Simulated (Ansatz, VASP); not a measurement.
CdSe: VASP beside Ansatz

Contents of INCAR:

```
SYSTEM = CdSe
  ALGO = Normal
  EDIFF = 1E-6
  ENCUT = 500
  GGA = LIBXC
  GGA_COMPAT = .FALSE.
  ISIF = 2
  ISMEAR = 1
  ISPIN = 2
  LASPH = .TRUE.
  LCHARG = .FALSE.
  LIBXC1 = GGA_X_PBE
  LIBXC2 = GGA_C_LYP
  LORBIT = 11
  LREAL = .FALSE.
  LWAVE = .FALSE.
  MAGMOM = -0.33 -0.27 0 0
  NBANDS = 30
  NELM = 200
  PREC = Accurate
  SIGMA = 0.1
```

File KPOINTS:

```
k-points
0
G
  7 7 4
  0 0 0
```

File POSCAR:

```
CdSe
1.0
    4.3000000000      0.0000000000      0.0000000000
   -2.1500000000      3.7239092363      0.0000000000
    0.0000000000      0.0000000000      7.0200000000
Cd Se
2 2
Direct
    0.6666666667      0.3333333333      0.5000000000
    0.3333333333      0.6666666667      0.0000000000
    0.6666666667      0.3333333333      0.8850000000
    0.3333333333      0.6666666667      0.3850000000
```

The input input.yaml:

```yaml
crystal:
  lattice:
    - [4.3, 0.0, 0.0]
    - [-2.15, 3.7239092363, 0.0]
    - [0.0, 0.0, 7.02]
  atoms:
    - { symbol: Cd, position: [0.6666666667, 0.3333333333, 0.5], spin: -0.33 }
    - { symbol: Cd, position: [0.3333333333, 0.6666666667, 0.0], spin: -0.27 }
    - { symbol: Se, position: [0.6666666667, 0.3333333333, 0.885] }
    - { symbol: Se, position: [0.3333333333, 0.6666666667, 0.385] }
kpoints:
  mp_grid: { grid: [7, 7, 4] }
scf:
  occupations: { method: methfessel_paxton, width: 0.1 }
hamiltonian:
  xc: { exchange: pbe, correlation: lyp }
  pseudopotentials: { kind: all_electron, lapw: { basis_error: 0.001 } }
magnetization:
  spin_polarized: true
output:
  forces: true
  stress: true
  eigenvalues: true
  populations: true
```

Alike in both runs: functional pbe exchange, lyp correlation; k mesh 7 × 7 × 4; occupations methfessel-paxton of order 1, width 0.1 eV; collinear spin.

```csv
,VASP,Ansatz
version,VASP 6.6.1,Ansatz 0.2.0
potentials or method,"VASP PAW PBE potentials, release 64 (Cd, Se), cutoff 500 eV","all-electron LAPW, scalar-relativistic"
task,single point,atomic charges
```

Ansatz gave:

| Item | Value |
| --- | --- |
| gap on the k mesh at the Fermi level (eV) | 0.63 |
| least direct gap on the mesh (eV) | 0.63 |
| pressure (GPa) | 6.0 |
| traceless stress, the component that is largest in VASP (GPa) | -1.40 |
| rms of the force components (eV/Å) | 0.177 |
| net moment per atom (μB) | 0.00 |

Task: Which values does VASP return?

Result: gap on the k mesh at the Fermi level (eV): 0.63; least direct gap on the mesh (eV): 0.63; pressure (GPa): 6.3; traceless stress, the component that is largest in VASP (GPa): -1.45; rms of the force components (eV/Å): 0.182; net moment per atom (μB): 0.00.

VASP's potentials were made for PBE, not for pbe exchange, lyp correlation. Atom by atom the forces differ by 0.005 eV/Å (rms over components). Ansatz ran all-electron here, and VASP with PAW potentials.
